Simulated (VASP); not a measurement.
Runs of VASP 6.6.1 on NaF. The structure is cubic, space group Fm-3m (No. 225). The conventional cell has a = 4.549 Å, b = 4.549 Å, c = 4.549 Å, α = 90.00°, β = 90.00°, γ = 90.00°. Within 3.0 Å of Na (site symmetry m-3m) lie 6 F at 2.27 Å. Within 3.0 Å of F (site symmetry m-3m) lie 6 Na at 2.27 Å. 

| task | level | k mesh | grid for exact exchange (PRECFOCK) | share of exact exchange | screening parameter | gap on the mesh (eV) | pressure (GPa) |
| --- | --- | --- | --- | --- | --- | --- | --- |
| electrostatic potential | PBE | 10 × 10 × 10 | - | - | - | 6.61 | 5.5 |
| band structure | r2SCAN+rVV10 | 10 × 10 × 10 | - | - | - | 7.42 | (a) |
| electrostatic potential | HSE06 | 8 × 8 × 8 | Fast | 0.25 | 0.2 1/Å | 8.82 | 3.5 |
| band structure | HSE06 | 8 × 8 × 8 | Fast | 0.25 | 0.2 1/Å | 8.82 | 3.5 |

Alike in all rows: potentials or basis VASP PAW PBE potentials, release 64 (Na_pv, F); cell as given; cutoff (eV) 520; smearing gaussian 0.02 eV.

Q: Estimate the missing entries.

A: (a) 0.1.

Caveats: the cell stands under pressure (at least some runs); the PAW data sets were made with another functional, which shifts forces and pressure a little (at least some runs).

A k mesh can miss the band edges.
